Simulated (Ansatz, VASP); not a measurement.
ZnS in VASP and in Ansatz

```xyz
4
Lattice="3.8362 0.0000 0.0000 -1.9181 3.3223 0.0000 0.0000 0.0000 6.2753" Properties=species:S:1:pos:R:3 pbc="T T T"
Zn    0.0000    2.2149    0.0000
Zn    1.9181    1.1074    3.1376
S     0.0000    2.2149    2.4160
S     1.9181    1.1074    5.5536
```

Change from the starting cell: volume scaled by 1.02.

Alike in both runs: task single point; functional PBEsol; k mesh 8 × 8 × 5; occupations fermi-dirac, width 0.03 eV; no spin polarisation.

|  | VASP | Ansatz |
| --- | --- | --- |
| version | VASP 6.6.1 | Ansatz 0.2.0 |
| potentials or method | VASP PAW PBE potentials, release 64 (Zn, S), cutoff 520 eV | all-electron LAPW, scalar-relativistic |

Ansatz gave:

* gap on the k mesh at the Fermi level (eV): 2.02
* pressure (GPa): -2.7
* traceless stress, the component that is largest in VASP (GPa): -1.03
* rms of the force components (eV/Å): 0.163

Q: What did VASP give for the same quantities?

A: gap on the k mesh at the Fermi level (eV): 2.02; pressure (GPa): -2.5; traceless stress, the component that is largest in VASP (GPa): -1.04; rms of the force components (eV/Å): 0.165.

VASP's potentials were made for PBE, not for PBEsol. Atom by atom the forces differ by 0.001 eV/Å (rms over components). Ansatz ran all-electron here, and VASP with PAW potentials.
